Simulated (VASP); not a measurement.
# RbAuBr3 (Pm-3m) in VASP: a series of runs

RbAuBr3 is run at these levels: LDA; tasks: single point, relaxation of cell and atoms.

Program: VASP 6.6.1. These are calculated values, not measurements. Logs are shortened: lines on timing, memory, paths and dates and some standing lists are left out, and cuts for length are marked.

## Step 1: The cell of the first run

Symmetry: Pm-3m, No. 221, cubic system. Conventional cell: a = 5.233 Å, b = 5.233 Å, c = 5.233 Å, α = 90.00°, β = 90.00°, γ = 90.00°. Rb (site symmetry m-3m) has 12 Br at 3.70 Å and 8 Au at 4.53 Å within 4.9 Å. Within 3.5 Å of Au (site symmetry m-3m) lie 6 Br at 2.62 Å. Within 3.5 Å of Br (site symmetry 4/mmm) lie 2 Au at 2.62 Å.

## Step 2: Single point, LDA

INCAR reads:

```
PREC = Accurate
ENCUT = 520
EDIFF = 1E-7
ISMEAR = 0
SIGMA = 0.1
LREAL = False
LASPH = True
NELM = 80
ALGO = Normal
ISIF = 2
LWAVE = False
LCHARG = False
GGA = CA
NBANDS = 28
```

KPOINTS reads:

```
regular mesh
0
Gamma
  8 8 8
```

POSCAR reads:

```
RbAuBr3
1.0
    5.2334358828      0.0000000000      0.0000000000
    0.0000000000      5.2334358828      0.0000000000
    0.0000000000      0.0000000000      5.2334358828
Rb Au Br
1 1 3
Direct
    0.5000000000      0.5000000000      0.5000000000
    0.0000000000      0.0000000000      0.0000000000
    0.5000000000      0.0000000000      0.0000000000
    0.0000000000      0.0000000000      0.5000000000
    0.0000000000      0.5000000000      0.0000000000
```

Potentials or basis: VASP PAW LDA potentials, release 64 (Rb_sv, Au, Br).

Launch:

```bash
> cat potpaw_LDA.64/Rb_sv/POTCAR potpaw_LDA.64/Au/POTCAR potpaw_LDA.64/Br/POTCAR > POTCAR
> mpirun -np 1 vasp_std > vasp.out
```

OUTCAR:

```text
PREC = Accurate
   ENCUT = 520
   EDIFF = 1E-7
   ISMEAR = 0
   LREAL = False
   LASPH = True
   NELM = 80
   ISIF = 2
   GGA = CA

 ion  position               nearest neighbor table
   1  0.500  0.500  0.500-   3 3.70   4 3.70   5 3.70   3 3.70   5 3.70   3 3.70   4 3.70   3 3.70
                             4 3.70   5 3.70   5 3.70   4 3.70   2 4.53   2 4.53   2 4.53   2 4.53
   2  0.000  0.000  0.000-   3 2.62   4 2.62   5 2.62   4 2.62   5 2.62   3 2.62   1 4.53   1 4.53
                             1 4.53   1 4.53   1 4.53   1 4.53   1 4.53   1 4.53
   3  0.500  0.000  0.000-   2 2.62   2 2.62   1 3.70   1 3.70   1 3.70   1 3.70
   4  0.000  0.000  0.500-   2 2.62   2 2.62   1 3.70   1 3.70   1 3.70   1 3.70
   5  0.000  0.500  0.000-   2 2.62   2 2.62   1 3.70   1 3.70   1 3.70   1 3.70

  LATTYP: Found a simple cubic cell.
 ALAT       =     5.2334358828

  Lattice vectors:

 A1 = (   5.2334358828,   0.0000000000,   0.0000000000)
 A2 = (   0.0000000000,   5.2334358828,   0.0000000000)
 A3 = (   0.0000000000,   0.0000000000,   5.2334358828)

Analysis of symmetry for initial positions (statically):
=====================================================================
 Subroutine PRICEL returns:
 Original cell was already a primitive cell.

 Routine SETGRP: Setting up the symmetry group for a
 simple cubic supercell.

 Subroutine GETGRP returns: Found 48 space group operations
 (whereof 48 operations were pure point group operations)
 out of a pool of 48 trial point group operations.

The static configuration has the point symmetry O_h .

Analysis of symmetry for dynamics (positions and initial velocities):
=====================================================================
 Subroutine PRICEL returns:
 Original cell was already a primitive cell.

 Routine SETGRP: Setting up the symmetry group for a
 simple cubic supercell.

 Subroutine GETGRP returns: Found 48 space group operations
 (whereof 48 operations were pure point group operations)
 out of a pool of 48 trial point group operations.

The dynamic configuration has the point symmetry O_h .

 Subroutine INISYM returns: Found 48 space group operations
 (whereof 48 operations are pure point group operations),
 and found     1 'primitive' translations

----------------------------------------------------------------------------------------

                                     Primitive cell

  volume of cell :     143.3378

  direct lattice vectors                    reciprocal lattice vectors
     5.233435883  0.000000000  0.000000000     0.191079058  0.000000000  0.000000000
     0.000000000  5.233435883  0.000000000     0.000000000  0.191079058  0.000000000
     0.000000000  0.000000000  5.233435883     0.000000000  0.000000000  0.191079058

  length of vectors
     5.233435883  5.233435883  5.233435883     0.191079058  0.191079058  0.191079058

  position of ions in fractional coordinates (direct lattice)
     0.500000000  0.500000000  0.500000000
     0.000000000  0.000000000  0.000000000
     0.500000000  0.000000000  0.000000000
     0.000000000  0.000000000  0.500000000
     0.000000000  0.500000000  0.000000000

  ion indices of the primitive-cell ions
   primitive index   ion index
                 1           1
                 2           2
                 3           3
                 4           4
                 5           5

----------------------------------------------------------------------------------------

 KPOINTS: regular mesh

Automatic generation of k-mesh.
 Grid dimensions read from file:
 generate k-points for:    8    8    8

 Generating k-lattice:

  Cartesian coordinates                     Fractional coordinates (reciprocal lattice)
     0.023884882  0.000000000  0.000000000     0.125000000  0.000000000  0.000000000
     0.000000000  0.023884882  0.000000000     0.000000000  0.125000000  0.000000000
     0.000000000  0.000000000  0.023884882     0.000000000  0.000000000  0.125000000

  Length of vectors
     0.023884882  0.023884882  0.023884882

  Shift w.r.t. Gamma in fractional coordinates (k-lattice)
     0.000000000  0.000000000  0.000000000

 Subroutine IBZKPT returns following result:
 ===========================================

 Found     35 irreducible k-points:

 Following reciprocal coordinates:
            Coordinates               Weight
  0.000000  0.000000  0.000000      1.000000
  0.125000  0.000000  0.000000      6.000000
  0.250000  0.000000  0.000000      6.000000
  0.375000  0.000000  0.000000      6.000000
  0.500000  0.000000  0.000000      3.000000
  0.125000  0.125000  0.000000     12.000000
[... 16 lines left out ...]
  0.375000  0.375000  0.125000     24.000000
  0.500000  0.375000  0.125000     24.000000
 [... further k-points ...]
   k-points           NKPTS =     35   k-points in BZ     NKDIM =     35   number of bands    NBANDS=     28
   number of dos      NEDOS =    301   number of ions     NIONS =      5
   total plane-waves  NPLWV =  64000
   dimension x,y,z NGX =    40 NGY =   40 NGZ =   40
   dimension x,y,z NGXF=    80 NGYF=   80 NGZF=   80
   ions per type =               1   1   3
   NGX,Y,Z   is equivalent  to a cutoff of  12.71, 12.71, 12.71 a.u.
   NGXF,Y,Z  is equivalent  to a cutoff of  25.41, 25.41, 25.41 a.u.
 SYSTEM =  unknown system
   PREC   = accura    normal or accurate (medium, high low for compatibility)
   ISTART =      0    job   : 0-new  1-cont  2-samecut
   ICHARG =      2    charge: 1-file 2-atom 10-const
   ISPIN  =      1    spin polarized calculation?
   LNONCOLLINEAR =      F non collinear calculations
   LSORBIT =      F    spin-orbit coupling
   LASPH  =      T    aspherical Exc in radial PAW
   ENCUT  =  520.0 eV  38.22 Ry    6.18 a.u.   9.73  9.73  9.73*2*pi/ulx,y,z
   NELM   =     80;   NELMIN=  2; NELMDL= -5     # of ELM steps
   EDIFF  = 0.1E-06   stopping-criterion for ELM
   LREAL  =      F    real-space projection
   EDIFFG = 0.1E-05   stopping-criterion for IOM
   NSW    =      0    number of steps for IOM
   IBRION =     -1    ionic relax: 0-MD 1-quasi-New 2-CG
   NFREE  =      0    steps in history (QN), initial steepest desc. (CG)
   ISIF   =      2    stress and relaxation
   ISYM   =      2    0-nonsym 1-usesym 2-fastsym
   POTIM  = 0.5000    time-step for ionic-motion
   TEBEG  =    0.0;   TEEND  =   0.0 temperature during run
   PSTRESS=    0.0 pullay stress
   NELECT =      41.0000    total number of electrons
   NUPDOWN=      -1.0000    fix difference up-down
   EMIN   =  10.00;   EMAX   =-10.00  energy-range for DOS
   EFERMI =   0.00;   METHOD = LEGACY
   ISMEAR =     0;   SIGMA  =   0.10  broadening in eV -4-tet -1-fermi 0-gaus
   EFERMI_NEDOS =   21; number of points for ismear=-14 and -15
   IALGO  =     38    algorithm
   IMIX   =      4    mixing-type and parameters
     AMIX     =   0.40;   BMIX     =  1.00
     AMIX_MAG =   1.60;   BMIX_MAG =  1.00
  volume/ion in A,a.u.               =      28.67       193.46
  Fermi-wavevector in a.u.,A,eV,Ry     =   1.078655  2.038362 15.830331  1.163497
  Thomas-Fermi vector in A             =   2.214599
   LORBIT       =      0    0 simple, 1 ext, 2 COOP (PROOUT), +10 PAW based schemes
   GGA     = CA    functional components
   LHFCALC =     F    Hartree Fock is set to
   AEXX    =    0.0000 exact exchange contribution
   IVDW    =     0    specifies the selected vdW correction
   LEPSILON=     F    determine dielectric tensor
   LRPA    =     F    only Hartree local field effects (RPA)
 non-spin polarized calculation
 Gauss-broadening in eV      SIGMA  =   0.10
  energy-cutoff  :      520.00
  volume of cell :      143.34
 maximum number of plane-waves:      3900
 NGX is ok and might be reduce to    40
   NGX = 19   NGY = 19   NGZ = 19

 number of electron      41.0000006 magnetization

 Free energy of the ion-electron system (eV)
  ---------------------------------------------------
  ext. energy  EPLUGINS =         0.00000000
  ---------------------------------------------------
  free energy    TOTEN  =       -16.01292475 eV

  energy without entropy =      -16.00217877  energy(sigma->0) =      -16.00755176

 E-fermi :   1.9531     XC(G=0):  -9.2279

 val. band max:        1.8934455256   @ k =   0.3750   0.2500   0.1250
 cond. band min:       1.9610546795   @ k =   0.5000   0.2500   0.0000
 fundamental gap:      0.0676091538
 Fermi energy:         1.9531241228

 k-point     1 :       0.0000    0.0000    0.0000
  band No.  band energies     occupation
      1     -23.9058      2.00000
      2     -13.3356      2.00000
      3     -12.5558      2.00000
      4     -12.5558      2.00000
      5      -8.0921      2.00000
      6      -8.0921      2.00000
[... 20 lines left out ...]
     27       8.0785      0.00000
     28       8.0785      0.00000

 k-point     2 :       0.1250    0.0000    0.0000
  band No.  band energies     occupation
      1     -23.9056      2.00000
      2     -13.3078      2.00000
      3     -12.5669      2.00000
      4     -12.5547      2.00000
      5      -8.0899      2.00000
      6      -8.0899      2.00000
[... 20 lines left out ...]
     27       8.2238      0.00000
     28       8.2238      0.00000

 k-point     3 :       0.2500    0.0000    0.0000
  band No.  band energies     occupation
      1     -23.9051      2.00000
      2     -13.2362      2.00000
      3     -12.5975      2.00000
      4     -12.5520      2.00000
      5      -8.0847      2.00000
      6      -8.0847      2.00000
[... 20 lines left out ...]
     27       8.6424      0.00000
     28       8.6424      0.00000

 k-point     4 :       0.3750    0.0000    0.0000
  band No.  band energies     occupation
      1     -23.9046      2.00000
      2     -13.1552      2.00000
      3     -12.6359      2.00000
      4     -12.5493      2.00000
      5      -8.0795      2.00000
      6      -8.0795      2.00000
[... 578 lines left out ...]
     27       8.9373      0.00000
     28       9.0200      0.00000

 k-point    23 :       0.3750    0.3750    0.1250
  band No.  band energies     occupation
      1     -23.9035      2.00000
      2     -12.9177      2.00000
      3     -12.6413      2.00000
      4     -12.6120      2.00000
      5      -8.0932      2.00000
      6      -8.0905      2.00000
[... 20 lines left out ...]
     27       8.9990      0.00000
     28       9.2669      0.00000

 k-point    24 :       0.5000    0.3750    0.1250
  band No.  band energies     occupation
      1     -23.9033      2.00000
      2     -12.8669      2.00000
      3     -12.6557      2.00000
      4     -12.6221      2.00000
      5      -8.0954      2.00000
      6      -8.0884      2.00000
[... 20 lines left out ...]
     27       9.0516      0.00000
     28       9.1509      0.00000

 [... further k-points ...]

------------------------ aborting loop because EDIFF is reached ----------------------------------------

  FORCE on cell =-STRESS in cart. coord.  units (eV):
  Direction    XX          YY          ZZ          XY          YZ          ZX
  --------------------------------------------------------------------------------------
  -------------------------------------------------------------------------------------
  Total        0.0887674      0.0887674      0.0887674     -0.0000000     -0.0000000      0.0000000
  in kB        0.9922093      0.9922093      0.9922093     -0.0000000     -0.0000000      0.0000000
  external PRESSURE =       0.9922093 kB  Pullay stress =       0.0000000 kB

 VOLUME and BASIS-vectors are now :
 -----------------------------------------------------------------------------
  energy-cutoff  :      520.00
  volume of cell :      143.34
      direct lattice vectors                 reciprocal lattice vectors
     5.233435883  0.000000000  0.000000000     0.191079058  0.000000000  0.000000000
     0.000000000  5.233435883  0.000000000     0.000000000  0.191079058  0.000000000
     0.000000000  0.000000000  5.233435883     0.000000000  0.000000000  0.191079058

 POSITION                                       TOTAL-FORCE (eV/Angst)
 -----------------------------------------------------------------------------------
      2.61672      2.61672      2.61672         0.000000      0.000000      0.000000
      0.00000      0.00000      0.00000         0.000000      0.000000      0.000000
      2.61672      0.00000      0.00000         0.000000      0.000000      0.000000
      0.00000      0.00000      2.61672         0.000000      0.000000      0.000000
      0.00000      2.61672      0.00000         0.000000      0.000000      0.000000
 -----------------------------------------------------------------------------------
    total drift:                                0.000000      0.000000     -0.000000

  FREE ENERGIE OF THE ION-ELECTRON SYSTEM (eV)
  ---------------------------------------------------
  free  energy   TOTEN  =       -16.0129247525 eV

  energy  without entropy=      -16.0021787654  energy(sigma->0) =      -16.00755176
```

It took 57 s on 1 thread of Intel Xeon 6975P-C (Granite Rapids), shared host; peak memory 0.29 GiB.

What came out:

```yaml
Free_energy: -16.0129 eV
Pressure: 0.1 GPa
Band_gap_on_the_k_mesh: zero (an odd number of electrons rules out a gap without spin polarisation)
```

Caveat: spin-orbit coupling is left out, which moves the levels of the heavy elements; an odd number of electrons without spin polarisation forces a metal; a magnetic or distorted state may lie lower.

## Step 3: Relaxation of cell and atoms, LDA

INCAR reads:

```
SYSTEM = RbAuBr3
ALGO = Normal
EDIFF = 1E-6
EDIFFG = -0.005
ENCUT = 600
IBRION = 2
ISIF = 3
ISMEAR = 0
LASPH = .True.
LCHARG = .False.
LREAL = .False.
LWAVE = .False.
NELM = 100
NSW = 100
PREC = Accurate
SIGMA = 0.1
```

KPOINTS reads:

```
k-points
0
Gamma
  8 8 8
  0 0 0
```

POSCAR is that of step 2.

Potentials or basis: VASP PAW LDA potentials, release 64 (Rb_sv, Au, Br).

Launch:

```bash
> cat potpaw_LDA.64/Rb_sv/POTCAR potpaw_LDA.64/Au/POTCAR potpaw_LDA.64/Br/POTCAR > POTCAR
> mpirun -np 1 vasp_std > vasp.out
```

Wall time 1.9 min (1 thread of Intel Xeon 6975P-C (Granite Rapids), shared host); peak memory 0.33 GiB.

The run converged. Its results:

- Free energy: -16.0130 eV
- Relaxed volume: 28.75 Å³/atom
- Relaxed cell: a = 5.238 Å, b = 5.238 Å, c = 5.238 Å, α = 90.00°, β = 90.00°, γ = 90.00°
- Space group after relaxing (to 0.1 Å): Pm-3m (No. 221)
- Energy gained by relaxing: 0.0 meV/atom
- Ionic steps: 2
- Pressure after relaxing: 0.0 GPa
- Band gap on the k mesh: zero (an odd number of electrons rules out a gap without spin polarisation)

Step by step:
```tsv
step	energy change (eV)	largest force (eV/Å)	pressure (GPa)	volume (Å³)
1	0.0000	0.0000	0.11	143.34
2	-0.0001	0.0000	-0.03	143.75
```

Final structure:
```
Rb Au Br
1.0
     5.23846    0.00000    0.00000
     0.00000    5.23846    0.00000
     0.00000    0.00000    5.23846
Rb Au Br
1 1 3
Cartesian
  2.6192 2.6192 2.6192
  0.0000 0.0000 0.0000
  2.6192 0.0000 0.0000
  0.0000 0.0000 2.6192
  0.0000 2.6192 0.0000
```

Levels at points of the mesh, in eV from the Fermi level:
```csv
k point,band 19,band 20,band 21,band 22,band 23,band 24
"(0.00, 0.00, 0.00)",-1.64,-1.64,-1.64,-0.21,3.26,4.61
"(0.50, 0.00, 0.00)",-1.85,-1.51,-1.51,4.02,5.36,5.51
"(0.50, 0.50, 0.00)",-1.59,-1.13,1.41,5.66,6.13,6.15
"(0.50, 0.50, 0.50)",-1.11,1.43,1.43,4.43,4.63,4.63
```

Caveat: spin-orbit coupling is left out, which moves the levels of the heavy elements; an odd number of electrons without spin polarisation forces a metal; a magnetic or distorted state may lie lower.

The gap in the log of VASP goes by the Fermi energy; the results here count the filled bands.